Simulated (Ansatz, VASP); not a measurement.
# MgO: VASP beside Ansatz

```
Mg O
1.0
     0.00000    2.10217    2.10217
     1.98255    0.00000    2.10217
     1.98255    2.10217    0.00000
Mg O
1 1
Cartesian
  0.0000 0.0000 0.0000
  1.9826 2.1022 2.1022
```

Change from the starting cell: uniaxial_x strain -5.7%.

Alike in both runs: task single point; functional r2SCAN; k mesh 10 × 10 × 10; no spin polarisation.

|  | VASP | Ansatz |
| --- | --- | --- |
| version | VASP 6.6.1 | Ansatz 0.2.0 |
| potentials or method | VASP PAW PBE potentials, release 64 (Mg, O) | plane waves, PAW |
| plane-wave cutoff (eV) | 520 | 500 |
| occupations | gaussian, width 0.01 eV | fixed |
| valence electrons in the cell | 8 | 16 |

```csv
,VASP,Ansatz,Ansatz less VASP
gap on the k mesh at the Fermi level (eV),6.20,6.23,+0.025
pressure (GPa),11.4,12.5,+1.11
"traceless stress, the component that is largest in VASP (GPa)",12.94,12.83,-0.105
```

VASP's potentials were made for PBE, not for r2SCAN. VASP's potentials hold 8 valence electrons a cell and Ansatz's 16, so a difference there can come from the potentials and not from the codes.
